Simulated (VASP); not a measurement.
# AlN (Fm-3m) in VASP: a series of runs

AlN is run at these levels: LDA; tasks: electric field gradients.

Everything below comes from runs of VASP 6.6.1. Logs are shortened: lines on timing, memory, paths and dates and some standing lists are left out, and cuts for length are marked.

### Step 1. The cell of the first run

Symmetry: Fm-3m, No. 225, cubic system. Conventional cell: a = 4.034 Å, b = 4.034 Å, c = 4.034 Å, α = 90.00°, β = 90.00°, γ = 90.00°. Al (site symmetry m-3m) has 6 N at 2.02 Å within 2.7 Å. Within 2.7 Å of N (site symmetry m-3m) lie 6 Al at 2.02 Å.

### Step 2. Electric field gradients, LDA (volume scaled by 1.06)

The input, INCAR:

```
SYSTEM = AlN
  ALGO = Normal
  EDIFF = 1E-8
  ENCUT = 520
  GGA = CA
  ISIF = 2
  ISMEAR = -1
  LASPH = .True.
  LCHARG = .False.
  LEFG = .True.
  LREAL = .False.
  LWAVE = .False.
  NBANDS = 11
  NELM = 100
  PREC = Accurate
  SIGMA = 0.01
```

The input, KPOINTS:

```
k-points
0
Gamma
  12 12 12
  0 0 0
```

The input, POSCAR:

```
AlN
1.0
    0.0000000000      2.0167941628      2.0167941628
    2.0167941628      0.0000000000      2.0167941628
    2.0167941628      2.0167941628      0.0000000000
Al N
1 1
Direct
    0.0000000000      0.0000000000      0.0000000000
    0.5000000000      0.5000000000      0.5000000000
```

Potentials or basis: VASP PAW LDA potentials, release 64 (Al, N).

The run is started by

```bash
> cat potpaw_LDA.64/Al/POTCAR potpaw_LDA.64/N/POTCAR > POTCAR
> mpirun -np 1 vasp_std > vasp.out
```

OUTCAR:

```text
SYSTEM = AlN
   EDIFF = 1E-8
   ENCUT = 520
   GGA = CA
   ISIF = 2
   ISMEAR = -1
   LASPH = .True.
   LREAL = .False.
   NELM = 100
   PREC = Accurate

 ion  position               nearest neighbor table
   1  0.000  0.000  0.000-   2 2.02   2 2.02   2 2.02   2 2.02   2 2.02   2 2.02
   2  0.500  0.500  0.500-   1 2.02   1 2.02   1 2.02   1 2.02   1 2.02   1 2.02

  LATTYP: Found a face centered cubic cell.
 ALAT       =     4.0335883256

  Lattice vectors:

 A1 = (   0.0000000000,   2.0167941628,   2.0167941628)
 A2 = (   2.0167941628,   0.0000000000,   2.0167941628)
 A3 = (   2.0167941628,   2.0167941628,   0.0000000000)

Analysis of symmetry for initial positions (statically):
=====================================================================
 Subroutine PRICEL returns:
 Original cell was already a primitive cell.

 Routine SETGRP: Setting up the symmetry group for a
 face centered cubic supercell.

 Subroutine GETGRP returns: Found 48 space group operations
 (whereof 48 operations were pure point group operations)
 out of a pool of 48 trial point group operations.

The static configuration has the point symmetry O_h .

Analysis of symmetry for dynamics (positions and initial velocities):
=====================================================================
 Subroutine PRICEL returns:
 Original cell was already a primitive cell.

 Routine SETGRP: Setting up the symmetry group for a
 face centered cubic supercell.

 Subroutine GETGRP returns: Found 48 space group operations
 (whereof 48 operations were pure point group operations)
 out of a pool of 48 trial point group operations.

The dynamic configuration has the point symmetry O_h .

 Subroutine INISYM returns: Found 48 space group operations
 (whereof 48 operations are pure point group operations),
 and found     1 'primitive' translations

----------------------------------------------------------------------------------------

                                     Primitive cell

  volume of cell :      16.4065

  direct lattice vectors                    reciprocal lattice vectors
     0.000000000  2.016794163  2.016794163    -0.247918211  0.247918211  0.247918211
     2.016794163  0.000000000  2.016794163     0.247918211 -0.247918211  0.247918211
     2.016794163  2.016794163  0.000000000     0.247918211  0.247918211 -0.247918211

  length of vectors
     2.852177658  2.852177658  2.852177658     0.429406937  0.429406937  0.429406937

  position of ions in fractional coordinates (direct lattice)
     0.000000000  0.000000000  0.000000000
     0.500000000  0.500000000  0.500000000

  ion indices of the primitive-cell ions
   primitive index   ion index
                 1           1
                 2           2

----------------------------------------------------------------------------------------

 KPOINTS: k-points

Automatic generation of k-mesh.
 Grid dimensions read from file:
 generate k-points for:   12   12   12

 Generating k-lattice:

  Cartesian coordinates                     Fractional coordinates (reciprocal lattice)
    -0.020659851  0.020659851  0.020659851     0.083333333  0.000000000  0.000000000
     0.020659851 -0.020659851  0.020659851     0.000000000  0.083333333  0.000000000
     0.020659851  0.020659851 -0.020659851     0.000000000  0.000000000  0.083333333

  Length of vectors
     0.035783911  0.035783911  0.035783911

  Shift w.r.t. Gamma in fractional coordinates (k-lattice)
     0.000000000  0.000000000  0.000000000

 Subroutine IBZKPT returns following result:
 ===========================================

 Found     72 irreducible k-points:

 Following reciprocal coordinates:
            Coordinates               Weight
  0.000000  0.000000  0.000000      1.000000
  0.083333  0.000000  0.000000      8.000000
  0.166667  0.000000  0.000000      8.000000
  0.250000  0.000000  0.000000      8.000000
  0.333333  0.000000  0.000000      8.000000
  0.416667  0.000000  0.000000      8.000000
[... 16 lines left out ...]
  0.500000  0.166667  0.000000     24.000000
 -0.416667  0.166667  0.000000     24.000000
 [... further k-points ...]
   k-points           NKPTS =     72   k-points in BZ     NKDIM =     72   number of bands    NBANDS=     11
   number of dos      NEDOS =    301   number of ions     NIONS =      2
   total plane-waves  NPLWV =  13824
   dimension x,y,z NGX =    24 NGY =   24 NGZ =   24
   dimension x,y,z NGXF=    48 NGYF=   48 NGZF=   48
   ions per type =               1   1
   NGX,Y,Z   is equivalent  to a cutoff of  13.99, 13.99, 13.99 a.u.
   NGXF,Y,Z  is equivalent  to a cutoff of  27.98, 27.98, 27.98 a.u.
 SYSTEM =  AlN
   PREC   = accura    normal or accurate (medium, high low for compatibility)
   ISTART =      0    job   : 0-new  1-cont  2-samecut
   ICHARG =      2    charge: 1-file 2-atom 10-const
   ISPIN  =      1    spin polarized calculation?
   LNONCOLLINEAR =      F non collinear calculations
   LSORBIT =      F    spin-orbit coupling
   LASPH  =      T    aspherical Exc in radial PAW
   ENCUT  =  520.0 eV  38.22 Ry    6.18 a.u.   5.30  5.30  5.30*2*pi/ulx,y,z
   NELM   =    100;   NELMIN=  2; NELMDL= -5     # of ELM steps
   EDIFF  = 0.1E-07   stopping-criterion for ELM
   LREAL  =      F    real-space projection
   EDIFFG = 0.1E-06   stopping-criterion for IOM
   NSW    =      0    number of steps for IOM
   IBRION =     -1    ionic relax: 0-MD 1-quasi-New 2-CG
   NFREE  =      0    steps in history (QN), initial steepest desc. (CG)
   ISIF   =      2    stress and relaxation
   ISYM   =      2    0-nonsym 1-usesym 2-fastsym
   POTIM  = 0.5000    time-step for ionic-motion
   TEBEG  =    0.0;   TEEND  =   0.0 temperature during run
   PSTRESS=    0.0 pullay stress
   NELECT =       8.0000    total number of electrons
   NUPDOWN=      -1.0000    fix difference up-down
   EMIN   =  10.00;   EMAX   =-10.00  energy-range for DOS
   EFERMI =   0.00;   METHOD = LEGACY
   ISMEAR =    -1;   SIGMA  =   0.01  broadening in eV -4-tet -1-fermi 0-gaus
   EFERMI_NEDOS =   21; number of points for ismear=-14 and -15
   IALGO  =     38    algorithm
   IMIX   =      4    mixing-type and parameters
     AMIX     =   0.40;   BMIX     =  1.00
     AMIX_MAG =   1.60;   BMIX_MAG =  1.00
  volume/ion in A,a.u.               =       8.20        55.36
  Fermi-wavevector in a.u.,A,eV,Ry     =   1.288546  2.434999 22.590443  1.660351
  Thomas-Fermi vector in A             =   2.420493
   LORBIT       =      0    0 simple, 1 ext, 2 COOP (PROOUT), +10 PAW based schemes
   GGA     = CA    functional components
   LHFCALC =     F    Hartree Fock is set to
   AEXX    =    0.0000 exact exchange contribution
   IVDW    =     0    specifies the selected vdW correction
   LEPSILON=     F    determine dielectric tensor
   LRPA    =     F    only Hartree local field effects (RPA)
 non-spin polarized calculation
  energy-cutoff  :      520.00
  volume of cell :       16.41
 maximum number of plane-waves:       459
 NGX is ok and might be reduce to    24
   NGX = 11   NGY = 11   NGZ = 11

 number of electron       8.0000000 magnetization

 Free energy of the ion-electron system (eV)
  ---------------------------------------------------
  ext. energy  EPLUGINS =         0.00000000
  ---------------------------------------------------
  free energy    TOTEN  =       -16.22799571 eV

  energy without entropy =      -16.22799571  energy(sigma->0) =      -16.22799571

 E-fermi :  10.0049     XC(G=0): -12.6075

 val. band max:        9.8045974717   @ k =   0.0000   0.0000   0.0000
 cond. band min:      14.3345872100   @ k =   0.5000   0.5000   0.0000
 fundamental gap:      4.5299897383
 Fermi energy:        10.0048923170

 k-point     1 :       0.0000    0.0000    0.0000
  band No.  band energies     occupation
      1      -7.6692      2.00000
      2       9.8046      2.00000
      3       9.8046      2.00000
      4       9.8046      2.00000
      5      15.6807      0.00000
      6      21.8499      0.00000
      7      21.8499      0.00000
      8      21.8499      0.00000
      9      27.0932      0.00000
     10      27.4896      0.00000
     11      27.4896      0.00000
[... 309 lines left out ...]
 k-point    24 :      -0.4167    0.1667    0.0000
  band No.  band energies     occupation
      1      -4.0260      2.00000
      2       2.0195      2.00000
      3       6.7371      2.00000
      4       8.3692      2.00000
      5      17.2950      0.00000
      6      19.1857      0.00000
      7      21.7359      0.00000
      8      22.4952      0.00000
      9      27.9359      0.00000
     10      29.5198      0.00000
     11      29.7286      0.00000

 [... further k-points ...]
[... 5 lines left out ...]
  --------------------------------------------------------------------------------------
  -------------------------------------------------------------------------------------
  Total       -0.4012430     -0.4012430     -0.4012430      0.0000000     -0.0000000      0.0000000
  in kB      -39.1835091    -39.1835091    -39.1835091      0.0000000     -0.0000000      0.0000000
  external PRESSURE =     -39.1835091 kB  Pullay stress =       0.0000000 kB

 VOLUME and BASIS-vectors are now :
 -----------------------------------------------------------------------------
  energy-cutoff  :      520.00
  volume of cell :       16.41
      direct lattice vectors                 reciprocal lattice vectors
     0.000000000  2.016794163  2.016794163    -0.247918211  0.247918211  0.247918211
     2.016794163  0.000000000  2.016794163     0.247918211 -0.247918211  0.247918211
     2.016794163  2.016794163  0.000000000     0.247918211  0.247918211 -0.247918211

 POSITION                                       TOTAL-FORCE (eV/Angst)
 -----------------------------------------------------------------------------------
      0.00000      0.00000      0.00000        -0.000000     -0.000000      0.000000
      2.01679      2.01679      2.01679         0.000000      0.000000     -0.000000
 -----------------------------------------------------------------------------------
    total drift:                               -0.000000     -0.000000      0.000000

  FREE ENERGIE OF THE ION-ELECTRON SYSTEM (eV)
  ---------------------------------------------------
  free  energy   TOTEN  =       -16.2279957122 eV

  energy  without entropy=      -16.2279957122  energy(sigma->0) =      -16.22799571

 Electric field gradients (V/A^2)
---------------------------------------------------------------------
 ion       V_xx      V_yy      V_zz      V_xy      V_xz      V_yz
---------------------------------------------------------------------
   1      -0.000     0.000    -0.000     0.000     0.000     0.000
   2       0.000     0.000     0.000     0.000     0.000     0.000
---------------------------------------------------------------------

 Electric field gradients after diagonalization (V/A^2)
 (convention: |V_zz| > |V_xx| > |V_yy|)
----------------------------------------------------------------------
 ion       V_xx      V_yy      V_zz     asymmetry (V_yy - V_xx)/ V_zz
----------------------------------------------------------------------
   1      -0.000    -0.000     0.000       0.000
   2      -0.000    -0.000     0.001       0.000
----------------------------------------------------------------------

           NMR quadrupolar parameters

 Cq : quadrupolar parameter    Cq=e*Q*V_zz/h
 eta: asymmetry parameters     (V_yy - V_xx)/ V_zz
 Q  : nuclear electric quadrupole moment in mb (millibarn)
----------------------------------------------------------------------
 ion       Cq(MHz)       eta       Q (mb)
----------------------------------------------------------------------
   1       0.000       0.000       1.000
   2       0.000       0.000       1.000
----------------------------------------------------------------------
```

Run time: 5.9 s. Hardware: 1 thread of Intel Xeon 6975P-C, shared host; peak memory 0.13 GiB.

Results:

- Free energy: -16.2280 eV
- Pressure: -3.9 GPa
- Band gap on the k mesh: 4.53 eV, indirect (least direct gap 5.88 eV)

Caveat: without QUAD_EFG the Cq values of the log hold for a quadrupole moment of 1 mb, not for the nuclei.

### Step 3. Electric field gradients, LDA (volume scaled by 0.94)

The input, INCAR:

```
PREC = Accurate
ENCUT = 520
EDIFF = 1E-8
ISMEAR = -1
SIGMA = 0.01
LREAL = False
LASPH = True
NELM = 100
ALGO = Normal
ISIF = 2
LWAVE = False
LCHARG = False
GGA = CA
LEFG = True
NBANDS = 11
```

The input, KPOINTS:

```
regular mesh
0
Gamma
  12 12 12
```

The input, POSCAR:

```
AlN
1.0
    0.0000000000      1.9376213230      1.9376213230
    1.9376213230      0.0000000000      1.9376213230
    1.9376213230      1.9376213230      0.0000000000
Al N
1 1
Direct
    0.0000000000      0.0000000000      0.0000000000
    0.5000000000      0.5000000000      0.5000000000
```

Potentials or basis: VASP PAW LDA potentials, release 64 (Al, N).

The run is started by

```bash
> cat potpaw_LDA.64/Al/POTCAR potpaw_LDA.64/N/POTCAR > POTCAR
> mpirun -np 1 vasp_std > vasp.out
```

OUTCAR:

```text
PREC = Accurate
   ENCUT = 520
   EDIFF = 1E-8
   ISMEAR = -1
   LREAL = False
   LASPH = True
   NELM = 100
   ISIF = 2
   GGA = CA

 ion  position               nearest neighbor table
   1  0.000  0.000  0.000-   2 1.94   2 1.94   2 1.94   2 1.94   2 1.94   2 1.94
   2  0.500  0.500  0.500-   1 1.94   1 1.94   1 1.94   1 1.94   1 1.94   1 1.94

  LATTYP: Found a face centered cubic cell.
 ALAT       =     3.8752426460

  Lattice vectors:

 A1 = (   0.0000000000,   1.9376213230,   1.9376213230)
 A2 = (   1.9376213230,   0.0000000000,   1.9376213230)
 A3 = (   1.9376213230,   1.9376213230,   0.0000000000)

Analysis of symmetry for initial positions (statically):
=====================================================================
 Subroutine PRICEL returns:
 Original cell was already a primitive cell.

 Routine SETGRP: Setting up the symmetry group for a
 face centered cubic supercell.

 Subroutine GETGRP returns: Found 48 space group operations
 (whereof 48 operations were pure point group operations)
 out of a pool of 48 trial point group operations.

The static configuration has the point symmetry O_h .

Analysis of symmetry for dynamics (positions and initial velocities):
=====================================================================
 Subroutine PRICEL returns:
 Original cell was already a primitive cell.

 Routine SETGRP: Setting up the symmetry group for a
 face centered cubic supercell.

 Subroutine GETGRP returns: Found 48 space group operations
 (whereof 48 operations were pure point group operations)
 out of a pool of 48 trial point group operations.

The dynamic configuration has the point symmetry O_h .

[... 160 lines left out ...]
      7      23.8665      0.00000
      8      23.8665      0.00000
      9      29.4530      0.00000
     10      30.0329      0.00000
     11      30.0329      0.00000
[... 309 lines left out ...]
 k-point    24 :      -0.4167    0.1667    0.0000
  band No.  band energies     occupation
      1      -2.9837      2.00000
      2       2.9141      2.00000
      3       8.0017      2.00000
      4       9.7580      2.00000
      5      19.7774      0.00000
      6      21.9060      0.00000
      7      24.5509      0.00000
      8      25.5662      0.00000
      9      31.1854      0.00000
     10      32.3756      0.00000
     11      33.0484      0.00000

 [... further k-points ...]
[... 5 lines left out ...]
  --------------------------------------------------------------------------------------
  -------------------------------------------------------------------------------------
  Total        3.2799788      3.2799788      3.2799788      0.0000000      0.0000000      0.0000000
  in kB      361.1976439    361.1976439    361.1976439      0.0000000      0.0000000      0.0000000
  external PRESSURE =     361.1976439 kB  Pullay stress =       0.0000000 kB

 VOLUME and BASIS-vectors are now :
 -----------------------------------------------------------------------------
  energy-cutoff  :      520.00
  volume of cell :       14.55
      direct lattice vectors                 reciprocal lattice vectors
     0.000000000  1.937621323  1.937621323    -0.258048358  0.258048358  0.258048358
     1.937621323  0.000000000  1.937621323     0.258048358 -0.258048358  0.258048358
     1.937621323  1.937621323  0.000000000     0.258048358  0.258048358 -0.258048358

 POSITION                                       TOTAL-FORCE (eV/Angst)
 -----------------------------------------------------------------------------------
      0.00000      0.00000      0.00000        -0.000000     -0.000000      0.000000
      1.93762      1.93762      1.93762         0.000000      0.000000     -0.000000
 -----------------------------------------------------------------------------------
    total drift:                                0.000000      0.000000      0.000000

  FREE ENERGIE OF THE ION-ELECTRON SYSTEM (eV)
  ---------------------------------------------------
  free  energy   TOTEN  =       -16.0620903754 eV

  energy  without entropy=      -16.0620903754  energy(sigma->0) =      -16.06209038

 Electric field gradients (V/A^2)
---------------------------------------------------------------------
 ion       V_xx      V_yy      V_zz      V_xy      V_xz      V_yz
---------------------------------------------------------------------
   1       0.000     0.000    -0.000    -0.000    -0.000    -0.000
   2       0.000    -0.000    -0.000     0.000     0.000     0.000
---------------------------------------------------------------------

 Electric field gradients after diagonalization (V/A^2)
 (convention: |V_zz| > |V_xx| > |V_yy|)
----------------------------------------------------------------------
 ion       V_xx      V_yy      V_zz     asymmetry (V_yy - V_xx)/ V_zz
----------------------------------------------------------------------
   1       0.000     0.000    -0.000       0.000
   2      -0.000    -0.000     0.000       0.000
----------------------------------------------------------------------

           NMR quadrupolar parameters

 Cq : quadrupolar parameter    Cq=e*Q*V_zz/h
 eta: asymmetry parameters     (V_yy - V_xx)/ V_zz
 Q  : nuclear electric quadrupole moment in mb (millibarn)
----------------------------------------------------------------------
 ion       Cq(MHz)       eta       Q (mb)
----------------------------------------------------------------------
   1      -0.000       0.000       1.000
   2       0.000       0.000       1.000
----------------------------------------------------------------------
```

Wall time 14 s (1 thread of Intel Xeon 6975P-C, shared host); peak memory 0.12 GiB.

What came out:

```yaml
Free_energy: -16.0621 eV
Pressure: 36.1 GPa
Band_gap_on_the_k_mesh: 4.93 eV, indirect (least direct gap 7.74 eV)
```

Caveat: without QUAD_EFG the Cq values of the log hold for a quadrupole moment of 1 mb, not for the nuclei.
